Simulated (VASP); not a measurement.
The system is Be3TeSe2.

```xyz
6
Lattice="-1.8500 1.8500 7.8500 1.8500 -1.8500 7.8500 1.8500 1.8500 -7.8500" Properties=species:S:1:pos:R:3 pbc="T T T"
Be    0.0000    1.8500    3.9250
Be    1.8500    0.0000    1.3083
Be    1.8500    0.0000    6.5417
Te    0.0000    0.0000    0.0000
Se    0.0000    0.0000   10.4667
Se    0.0000    0.0000    5.2333
```

- Program: VASP 6.6.1
- Task: relaxation of cell and atoms
- Functional: PBE
- Potentials or basis: VASP PAW PBE potentials, release 64 (Be, Te, Se)
- Cutoff: 600 eV
- k mesh: 5 × 5 × 5
- Occupations: gaussian, width 0.15 eV
- Spin: no spin polarisation

At the start: pressure 6.0 GPa; volume 17.91 Å³/atom.

Task: Where does the relaxation end?

Result: Over 7 steps the energy falls by 59.0 meV/atom and the volume is 19.15 Å³/atom (+6.9 %); space group I-4m2 (No. 119, to 0.05 Å).

Step by step:
```
step  energy change (eV)  largest force (eV/Å)  pressure (GPa)  volume (Å³)
   1              0.0000                1.5157            6.05       107.47
   2             -0.2770                0.4739           -1.63       118.33
   3             -0.2783                0.5352           -1.21       117.54
   4             -0.3241                0.2973           -0.59       116.15
   5             -0.3492                0.2148            0.47       114.06
   6             -0.3493                0.2186            0.42       114.15
   7             -0.3543                0.0385           -0.05       114.91
```

Final structure:
```xyz
6
Lattice="-1.8957 1.8957 7.9943 1.8957 -1.8957 7.9943 1.8957 1.8957 -7.9943" Properties=species:S:1:pos:R:3 pbc="T T T"
Be    0.0000    1.8957    3.9971
Be    1.8957    0.0000    1.4832
Be    1.8957    0.0000    6.5111
Te    0.0000    0.0000   15.9885
Se    1.8957    1.8957    2.7338
Se    1.8957    1.8957   -2.7339
```

Caveat: the k points lie up to 0.47 Å⁻¹ apart in the final cell; the relaxation stopped at a loose force limit of 0.08 eV/Å, so its end isn't a converged minimum.
